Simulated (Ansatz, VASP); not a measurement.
**K: VASP beside Ansatz**

```
CELL_PARAMETERS angstrom
-2.61800 2.61800 2.61800
2.61800 -2.61800 2.61800
2.61800 2.61800 -2.61800
ATOMIC_POSITIONS crystal
K 0.00000 0.00000 0.00000
```

Alike in both runs: task single point; functional LDA; k mesh 14 × 14 × 14; occupations gaussian, width 0.15 eV; no spin polarisation.

```csv
,VASP,Ansatz
version,VASP 6.6.1,Ansatz 0.2.0
potentials or method,"VASP PAW LDA potentials, release 64 (K_sv), cutoff 520 eV","scalar-relativistic, plane waves, PAW"
valence electrons in the cell,9,9
```

```csv
,VASP,Ansatz,Ansatz less VASP
gap on the k mesh at the Fermi level (eV),none,none,-
pressure (GPa),-0.4,-0.4,+0.01
```

LDA's correlation is that of Perdew and Zunger in VASP and of Perdew and Wang (1992) in Ansatz. A gap of «none» marks a metal or a gap that the smearing closes.
